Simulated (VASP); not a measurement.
# GeBiS2Br (P4/mmm) in VASP: further runs

Runs on GeBiS2Br. Level: PBE. Tasks: single point, relaxation of cell and atoms.

Program: VASP 6.6.1. These are calculated values, not measurements. Logs are shortened: lines on timing, memory, paths and dates and some standing lists are left out, and cuts for length are marked.

## (1) The cell of the first run

The structure is tetragonal, space group P4/mmm (No. 123). Conventional cell: a = 4.762 Å, b = 4.762 Å, c = 4.762 Å, α = 90.00°, β = 90.00°, γ = 90.00°. Ge (site symmetry 4/mmm) has 4 S at 2.38 Å and 2 Br at 2.38 Å within 3.1 Å. Bi (site symmetry 4/mmm) has 8 S at 3.37 Å and 4 Br at 3.37 Å and 8 Ge at 4.12 Å within 4.4 Å. Within 3.1 Å of S (site symmetry mmm) lie 2 Ge at 2.38 Å. Br (site symmetry 4/mmm) has 2 Ge at 2.38 Å within 3.1 Å.

## (2) Single point, PBE

Input file INCAR:

```
SYSTEM = GeBiS2Br
ALGO = Normal
EDIFF = 1E-6
ENCUT = 520
GGA = PE
ISIF = 2
ISMEAR = 0
LASPH = .TRUE.
LCHARG = .FALSE.
LREAL = .FALSE.
LWAVE = .FALSE.
NBANDS = 32
NELM = 60
PREC = Accurate
SIGMA = 0.1
```

Input file KPOINTS:

```
k-points
0
G
  4 4 4
  0 0 0
```

Input file POSCAR:

```
GeBiS2Br
1.0
    4.7622096100      0.0000000000      0.0000000000
    0.0000000000      4.7622096100      0.0000000000
    0.0000000000      0.0000000000      4.7622096100
Ge Bi S Br
1 1 2 1
Direct
    0.0000000000      0.0000000000      0.0000000000
    0.5000000000      0.5000000000      0.5000000000
    0.5000000000      0.0000000000      0.0000000000
    0.0000000000      0.5000000000      0.0000000000
    0.0000000000      0.0000000000      0.5000000000
```

Potentials or basis: VASP PAW PBE potentials, release 64 (Ge_d, Bi_d, S, Br).

The run is started by

```console
cat potpaw_PBE.64/Ge_d/POTCAR potpaw_PBE.64/Bi_d/POTCAR potpaw_PBE.64/S/POTCAR potpaw_PBE.64/Br/POTCAR > POTCAR
mpirun -np 1 vasp_std > vasp.out
```

OUTCAR:

```text
SYSTEM = GeBiS2Br
   EDIFF = 1E-6
   ENCUT = 520
   GGA = PE
   ISIF = 2
   ISMEAR = 0
   LASPH = .TRUE.
   LREAL = .FALSE.
   NELM = 60
   PREC = Accurate

 ion  position               nearest neighbor table
   1  0.000  0.000  0.000-   3 2.38   4 2.38   5 2.38   5 2.38   4 2.38   3 2.38
   2  0.500  0.500  0.500-
   3  0.500  0.000  0.000-   1 2.38   1 2.38
   4  0.000  0.500  0.000-   1 2.38   1 2.38
   5  0.000  0.000  0.500-   1 2.38   1 2.38

  LATTYP: Found a simple cubic cell.
 ALAT       =     4.7622096100

  Lattice vectors:

 A1 = (   4.7622096100,   0.0000000000,   0.0000000000)
 A2 = (   0.0000000000,   4.7622096100,   0.0000000000)
 A3 = (   0.0000000000,   0.0000000000,   4.7622096100)

Analysis of symmetry for initial positions (statically):
=====================================================================
 Subroutine PRICEL returns:
 Original cell was already a primitive cell.

 Routine SETGRP: Setting up the symmetry group for a
 simple cubic supercell.

 Subroutine GETGRP returns: Found 16 space group operations
 (whereof 16 operations were pure point group operations)
 out of a pool of 48 trial point group operations.

The static configuration has the point symmetry D_4h.

Analysis of symmetry for dynamics (positions and initial velocities):
=====================================================================
 Subroutine PRICEL returns:
 Original cell was already a primitive cell.

 Routine SETGRP: Setting up the symmetry group for a
 simple cubic supercell.

 Subroutine GETGRP returns: Found 16 space group operations
 (whereof 16 operations were pure point group operations)
 out of a pool of 48 trial point group operations.

The dynamic configuration has the point symmetry D_4h.

 Subroutine INISYM returns: Found 16 space group operations
 (whereof 16 operations are pure point group operations),
 and found     1 'primitive' translations

----------------------------------------------------------------------------------------

                                     Primitive cell

  volume of cell :     108.0004

  direct lattice vectors                    reciprocal lattice vectors
     4.762209610  0.000000000  0.000000000     0.209986557  0.000000000  0.000000000
     0.000000000  4.762209610  0.000000000     0.000000000  0.209986557  0.000000000
     0.000000000  0.000000000  4.762209610     0.000000000  0.000000000  0.209986557

  length of vectors
     4.762209610  4.762209610  4.762209610     0.209986557  0.209986557  0.209986557

  position of ions in fractional coordinates (direct lattice)
     0.000000000  0.000000000  0.000000000
     0.500000000  0.500000000  0.500000000
     0.500000000  0.000000000  0.000000000
     0.000000000  0.500000000  0.000000000
     0.000000000  0.000000000  0.500000000

  ion indices of the primitive-cell ions
   primitive index   ion index
                 1           1
                 2           2
                 3           3
                 4           4
                 5           5

----------------------------------------------------------------------------------------

 KPOINTS: k-points

Automatic generation of k-mesh.
 Grid dimensions read from file:
 generate k-points for:    4    4    4

 Generating k-lattice:

  Cartesian coordinates                     Fractional coordinates (reciprocal lattice)
     0.052496639  0.000000000  0.000000000     0.250000000  0.000000000  0.000000000
     0.000000000  0.052496639  0.000000000     0.000000000  0.250000000  0.000000000
     0.000000000  0.000000000  0.052496639     0.000000000  0.000000000  0.250000000

  Length of vectors
     0.052496639  0.052496639  0.052496639

  Shift w.r.t. Gamma in fractional coordinates (k-lattice)
     0.000000000  0.000000000  0.000000000

 Subroutine IBZKPT returns following result:
 ===========================================

 Found     18 irreducible k-points:

 Following reciprocal coordinates:
            Coordinates               Weight
  0.000000  0.000000  0.000000      1.000000
  0.250000  0.000000  0.000000      4.000000
  0.000000  0.000000  0.250000      2.000000
  0.500000  0.000000  0.000000      2.000000
  0.000000  0.000000  0.500000      1.000000
  0.250000  0.250000  0.000000      4.000000
[... 10 lines left out ...]
  0.250000  0.500000  0.500000      4.000000
  0.500000  0.500000  0.500000      1.000000
   k-points           NKPTS =     18   k-points in BZ     NKDIM =     18   number of bands    NBANDS=     32
   number of dos      NEDOS =    301   number of ions     NIONS =      5
   total plane-waves  NPLWV =  46656
   dimension x,y,z NGX =    36 NGY =   36 NGZ =   36
   dimension x,y,z NGXF=    72 NGYF=   72 NGZF=   72
   ions per type =               1   1   2   1
   NGX,Y,Z   is equivalent  to a cutoff of  12.57, 12.57, 12.57 a.u.
   NGXF,Y,Z  is equivalent  to a cutoff of  25.13, 25.13, 25.13 a.u.
 SYSTEM =  GeBiS2Br
   PREC   = accura    normal or accurate (medium, high low for compatibility)
   ISTART =      0    job   : 0-new  1-cont  2-samecut
   ICHARG =      2    charge: 1-file 2-atom 10-const
   ISPIN  =      1    spin polarized calculation?
   LNONCOLLINEAR =      F non collinear calculations
   LSORBIT =      F    spin-orbit coupling
   LASPH  =      T    aspherical Exc in radial PAW
   ENCUT  =  520.0 eV  38.22 Ry    6.18 a.u.   8.85  8.85  8.85*2*pi/ulx,y,z
   NELM   =     60;   NELMIN=  2; NELMDL= -5     # of ELM steps
   EDIFF  = 0.1E-05   stopping-criterion for ELM
   LREAL  =      F    real-space projection
   EDIFFG = 0.1E-04   stopping-criterion for IOM
   NSW    =      0    number of steps for IOM
   IBRION =     -1    ionic relax: 0-MD 1-quasi-New 2-CG
   NFREE  =      0    steps in history (QN), initial steepest desc. (CG)
   ISIF   =      2    stress and relaxation
   ISYM   =      2    0-nonsym 1-usesym 2-fastsym
   POTIM  = 0.5000    time-step for ionic-motion
   TEBEG  =    0.0;   TEEND  =   0.0 temperature during run
   PSTRESS=    0.0 pullay stress
   NELECT =      48.0000    total number of electrons
   NUPDOWN=      -1.0000    fix difference up-down
   EMIN   =  10.00;   EMAX   =-10.00  energy-range for DOS
   EFERMI =   0.00;   METHOD = LEGACY
   ISMEAR =     0;   SIGMA  =   0.10  broadening in eV -4-tet -1-fermi 0-gaus
   EFERMI_NEDOS =   21; number of points for ismear=-14 and -15
   IALGO  =     38    algorithm
   IMIX   =      4    mixing-type and parameters
     AMIX     =   0.40;   BMIX     =  1.00
     AMIX_MAG =   1.60;   BMIX_MAG =  1.00
  volume/ion in A,a.u.               =      21.60       145.76
  Fermi-wavevector in a.u.,A,eV,Ry     =   1.249338  2.360907 21.236603  1.560846
  Thomas-Fermi vector in A             =   2.383384
   LORBIT       =      0    0 simple, 1 ext, 2 COOP (PROOUT), +10 PAW based schemes
   GGA     = PE    functional components
   LHFCALC =     F    Hartree Fock is set to
   AEXX    =    0.0000 exact exchange contribution
   IVDW    =     0    specifies the selected vdW correction
   LEPSILON=     F    determine dielectric tensor
   LRPA    =     F    only Hartree local field effects (RPA)
 non-spin polarized calculation
 Gauss-broadening in eV      SIGMA  =   0.10
  energy-cutoff  :      520.00
  volume of cell :      108.00
 maximum number of plane-waves:      2945
 NGX is ok and might be reduce to    36
   NGX = 17   NGY = 17   NGZ = 17

 number of electron      48.0000022 magnetization

 Free energy of the ion-electron system (eV)
  ---------------------------------------------------
  ext. energy  EPLUGINS =         0.00000000
  ---------------------------------------------------
  free energy    TOTEN  =       -17.31854436 eV

  energy without entropy =      -17.30784955  energy(sigma->0) =      -17.31319696

 E-fermi :   6.6406     XC(G=0): -10.3234

 val. band max:        6.4872182658   @ k =   0.2500   0.0000   0.5000
 cond. band min:       6.6952695810   @ k =   0.5000   0.2500   0.2500
 fundamental gap:      0.2080513152
 Fermi energy:         6.6405718273

 k-point     1 :       0.0000    0.0000    0.0000
  band No.  band energies     occupation
      1     -18.8201      2.00000
      2     -18.7080      2.00000
      3     -18.7080      2.00000
      4     -18.6842      2.00000
      5     -18.6244      2.00000
      6     -17.2940      2.00000
[... 24 lines left out ...]
     31      11.0654      0.00000
     32      11.1139      0.00000

 k-point     2 :       0.2500    0.0000    0.0000
  band No.  band energies     occupation
      1     -18.8195      2.00000
      2     -18.7082      2.00000
      3     -18.7080      2.00000
      4     -18.6819      2.00000
      5     -18.6245      2.00000
      6     -17.2949      2.00000
[... 24 lines left out ...]
     31      12.4418      0.00000
     32      12.6168      0.00000

 k-point     3 :       0.0000    0.0000    0.2500
  band No.  band energies     occupation
      1     -18.8130      2.00000
      2     -18.7085      2.00000
      3     -18.7085      2.00000
      4     -18.6842      2.00000
      5     -18.6243      2.00000
      6     -17.2939      2.00000
[... 24 lines left out ...]
     31      12.4430      0.00000
     32      12.4430      0.00000

 k-point     4 :       0.5000    0.0000    0.0000
  band No.  band energies     occupation
      1     -18.8188      2.00000
      2     -18.7084      2.00000
      3     -18.7080      2.00000
      4     -18.6795      2.00000
      5     -18.6247      2.00000
      6     -17.2958      2.00000
[... 444 lines left out ...]
     31      14.5683      0.00000
     32      14.7224      0.00000

 k-point    17 :       0.2500    0.5000    0.5000
  band No.  band energies     occupation
      1     -18.8037      2.00000
      2     -18.7094      2.00000
      3     -18.7092      2.00000
      4     -18.6772      2.00000
      5     -18.6249      2.00000
      6     -17.2976      2.00000
[... 24 lines left out ...]
     31      14.5417      0.00000
     32      14.6317      0.00000

 k-point    18 :       0.5000    0.5000    0.5000
  band No.  band energies     occupation
      1     -18.8029      2.00000
      2     -18.7094      2.00000
      3     -18.7094      2.00000
      4     -18.6749      2.00000
      5     -18.6251      2.00000
      6     -17.2995      2.00000
[... 24 lines left out ...]
     31      13.3439      0.00000
     32      13.7239      0.00000

------------------------ aborting loop because EDIFF is reached ----------------------------------------

  FORCE on cell =-STRESS in cart. coord.  units (eV):
  Direction    XX          YY          ZZ          XY          YZ          ZX
  --------------------------------------------------------------------------------------
  -------------------------------------------------------------------------------------
  Total        3.8867392      3.8867392      7.8489887      0.0000000     -0.0000000      0.0000000
  in kB       57.6594451     57.6594451    116.4390804      0.0000000     -0.0000000      0.0000000
  external PRESSURE =      77.2526569 kB  Pullay stress =       0.0000000 kB

 VOLUME and BASIS-vectors are now :
 -----------------------------------------------------------------------------
  energy-cutoff  :      520.00
  volume of cell :      108.00
      direct lattice vectors                 reciprocal lattice vectors
     4.762209610  0.000000000  0.000000000     0.209986557  0.000000000  0.000000000
     0.000000000  4.762209610  0.000000000     0.000000000  0.209986557  0.000000000
     0.000000000  0.000000000  4.762209610     0.000000000  0.000000000  0.209986557

 POSITION                                       TOTAL-FORCE (eV/Angst)
 -----------------------------------------------------------------------------------
      0.00000      0.00000      0.00000         0.000000      0.000000      0.000000
      2.38110      2.38110      2.38110         0.000000      0.000000      0.000000
      2.38110      0.00000      0.00000         0.000000      0.000000      0.000000
      0.00000      2.38110      0.00000         0.000000      0.000000      0.000000
      0.00000      0.00000      2.38110         0.000000      0.000000      0.000000
 -----------------------------------------------------------------------------------
    total drift:                                0.000000      0.000000      0.000000

  FREE ENERGIE OF THE ION-ELECTRON SYSTEM (eV)
  ---------------------------------------------------
  free  energy   TOTEN  =       -17.3185443594 eV

  energy  without entropy=      -17.3078495525  energy(sigma->0) =      -17.31319696
```

It took 88 s on 1 thread of Intel Xeon 8259CL, shared host; peak memory 0.24 GiB.

What came out:

| Quantity | Value |
| --- | --- |
| Free energy | -17.3185 eV |
| Pressure | 7.7 GPa |
| Band gap on the k mesh | zero (bands 24 and 25 overlap by 1.35 eV) |

Levels at points of the mesh, in eV from the Fermi level:
| k point | band 21 | band 22 | band 23 | band 24 | band 25 | band 26 | band 27 | band 28 |
| --- | --- | --- | --- | --- | --- | --- | --- | --- |
| (0.00, 0.00, 0.00) | -2.83 | -2.12 | -2.12 | -1.85 | 1.92 | 1.92 | 2.22 | 4.20 |
| (0.50, 0.00, 0.00) | -3.07 | -2.33 | -1.87 | -1.36 | 0.91 | 0.96 | 1.11 | 3.08 |
| (0.00, 0.00, 0.50) | -2.47 | -1.56 | -1.56 | -1.50 | 0.54 | 0.61 | 0.61 | 2.69 |
| (0.50, 0.50, 0.00) | -2.73 | -1.83 | -0.64 | -0.33 | 0.49 | 0.49 | 2.06 | 2.88 |
| (0.00, 0.50, 0.50) | -2.78 | -2.58 | -1.13 | -0.85 | 0.59 | 0.91 | 1.85 | 2.66 |
| (0.50, 0.50, 0.50) | -1.27 | -1.27 | -0.32 | 1.11 | 1.73 | 1.73 | 2.07 | 2.07 |

Caveat: the stress differs along the axes, from 6 to 12 GPa; spin-orbit coupling is left out, which moves the levels of the heavy elements.

## (3) Single point, PBE

This run uses another cell than the first one, of 24.14 Å³/atom.

Input file INCAR:

```
  ALGO = Normal
  EDIFF = 1E-6
  ENCUT = 520
  GGA = PE
  ISIF = 2
  ISMEAR = 0
  LASPH = True
  LCHARG = False
  LREAL = False
  LWAVE = False
  NBANDS = 32
  NELM = 60
  PREC = Accurate
  SIGMA = 0.1
```

Input file KPOINTS:

```
k-points
0
Gamma
  4 4 4
```

POSCAR, as its differences from that of step 2:

```diff
@@ -2,5 +2,5 @@
 1.0
-    4.7622096100      0.0000000000      0.0000000000
-    0.0000000000      4.7622096100      0.0000000000
-    0.0000000000      0.0000000000      4.7622096100
+    4.8491621636      0.0000000000      0.0000000000
+    0.0000000000      4.8491621636      0.0000000000
+    0.0000000000      0.0000000000      5.1324047379
 Ge Bi S Br
```

Potentials or basis: VASP PAW PBE potentials, release 64 (Ge_d, Bi_d, S, Br).

The run is started by

```console
cat potpaw_PBE.64/Ge_d/POTCAR potpaw_PBE.64/Bi_d/POTCAR potpaw_PBE.64/S/POTCAR potpaw_PBE.64/Br/POTCAR > POTCAR
mpirun -np 1 vasp_std > vasp.out
```

Wall time 96 s (1 thread of Intel Xeon 8259CL, shared host); peak memory 0.26 GiB.

It converged, with:

| Item | Value |
| --- | --- |
| Free energy | -17.6575 eV |
| Pressure | 0.0 GPa |
| Band gap on the k mesh | zero (bands 24 and 25 overlap by 1.01 eV) |

Stress tensor (GPa, compression positive):
```
0.00 0.00 0.00
0.00 0.00 0.00
0.00 0.00 0.11
```

Levels at points of the mesh, in eV from the Fermi level:
```
           k point  band 20  band 21  band 22  band 23  band 24  band 25  band 26  band 27  band 28  band 29
(0.00, 0.00, 0.00)    -3.29    -2.40    -1.58    -1.58    -1.52     1.60     1.60     1.75     4.34     4.68
(0.50, 0.00, 0.00)    -2.99    -2.71    -2.03    -1.56    -1.17     0.66     0.75     0.94     3.08     5.35
(0.50, 0.50, 0.00)    -2.33    -2.33    -1.55    -0.59    -0.06     0.74     0.74     2.10     2.71     2.71
(0.00, 0.00, 0.50)    -2.68    -1.92    -1.84    -1.19    -1.19     0.14     0.72     0.72     2.59     5.71
(0.50, 0.00, 0.50)    -3.05    -2.79    -2.10    -1.12    -0.61     0.30     0.89     1.34     2.25     2.97
(0.50, 0.50, 0.50)    -1.53    -1.18    -1.18    -0.05     0.67     1.74     1.74     1.82     2.01     2.01
```

Caveat: spin-orbit coupling is left out, which moves the levels of the heavy elements.

## (4) Relaxation of cell and atoms, PBE

Input file INCAR:

```
  PREC = Accurate
  ENCUT = 600
  EDIFF = 1E-6
  ISMEAR = 0
  SIGMA = 0.1
  LREAL = False
  LASPH = True
  NELM = 100
  ALGO = Normal
  ISIF = 3
  LWAVE = False
  LCHARG = False
  GGA = PE
  IBRION = 2
  NSW = 90
  EDIFFG = -0.04
```

Input file KPOINTS:

```
Automatic mesh
0
Gamma
  4 4 4
```

POSCAR, as its differences from that of step 3:

```diff
@@ -2,5 +2,5 @@
 1.0
-    4.8491621636      0.0000000000      0.0000000000
-    0.0000000000      4.8491621636      0.0000000000
-    0.0000000000      0.0000000000      5.1324047379
+    4.7622096100      0.0000000000      0.0000000000
+    0.0000000000      4.7622096100      0.0000000000
+    0.0000000000      0.0000000000      4.7622096100
 Ge Bi S Br
```

The run is started by

```console
cat potpaw_PBE.64/Ge_d/POTCAR potpaw_PBE.64/Bi_d/POTCAR potpaw_PBE.64/S/POTCAR potpaw_PBE.64/Br/POTCAR > POTCAR
mpirun -np 1 vasp_std > vasp.out
```

Wall time 6.9 min (1 thread of Intel Xeon 8259CL, shared host); peak memory 0.3 GiB.

The run converged. Its results:

```yaml
Free_energy: -17.6555 eV
Relaxed_volume: 24.10 Å³/atom
Relaxed_cell: a = 4.845 Å, b = 4.845 Å, c = 5.132 Å, α = 90.00°, β = 90.00°, γ = 90.00°
Space_group_after_relaxing_to_0.1_Å: P4/mmm (No. 123)
Energy_gained_by_relaxing: 67.4 meV/atom
Ionic_steps: 6
Pressure_after_relaxing: 0.1 GPa
Band_gap_on_the_k_mesh: zero (bands 24 and 25 overlap by 1.00 eV)
```

The path:
| step | energy change (eV) | largest force (eV/Å) | pressure (GPa) | volume (Å³) |
| --- | --- | --- | --- | --- |
| 1 | 0.0000 | 0.0000 | 7.76 | 108.00 |
| 2 | -0.3054 | 0.0000 | -1.70 | 125.14 |
| 3 | -0.3230 | 0.0000 | -0.24 | 121.33 |
| 4 | -0.3230 | 0.0000 | -0.35 | 121.60 |
| 5 | -0.3331 | 0.0000 | -0.16 | 121.08 |
| 6 | -0.3368 | 0.0000 | 0.13 | 120.49 |

Final structure:
```xyz
5
Lattice="4.8454 0.0000 0.0000 0.0000 4.8454 0.0000 0.0000 0.0000 5.1321" Properties=species:S:1:pos:R:3 pbc="T T T"
Ge    0.0000    0.0000    0.0000
Bi    2.4227    2.4227    2.5660
S     2.4227    0.0000    0.0000
S     0.0000    2.4227    0.0000
Br    0.0000    0.0000    2.5660
```

Levels at points of the mesh, in eV from the Fermi level:
```tsv
k point	band 21	band 22	band 23	band 24	band 25	band 26	band 27	band 28
(0.00, 0.00, 0.00)	-2.41	-1.58	-1.58	-1.52	1.60	1.60	1.75	4.34
(0.50, 0.00, 0.00)	-2.72	-2.03	-1.56	-1.17	0.66	0.76	0.94	3.09
(0.00, 0.00, 0.50)	-1.92	-1.85	-1.19	-1.19	0.14	0.72	0.72	2.59
(0.50, 0.50, 0.00)	-2.34	-1.55	-0.59	-0.05	0.74	0.74	2.11	2.71
(0.00, 0.50, 0.50)	-2.79	-2.11	-1.12	-0.61	0.29	0.89	1.35	2.25
(0.50, 0.50, 0.50)	-1.18	-1.18	-0.05	0.67	1.75	1.75	1.83	2.01
```

Caveat: spin-orbit coupling is left out, which moves the levels of the heavy elements.

[end of part 1 of 2]

The gap in the log of VASP goes by the Fermi energy; the results here count the filled bands.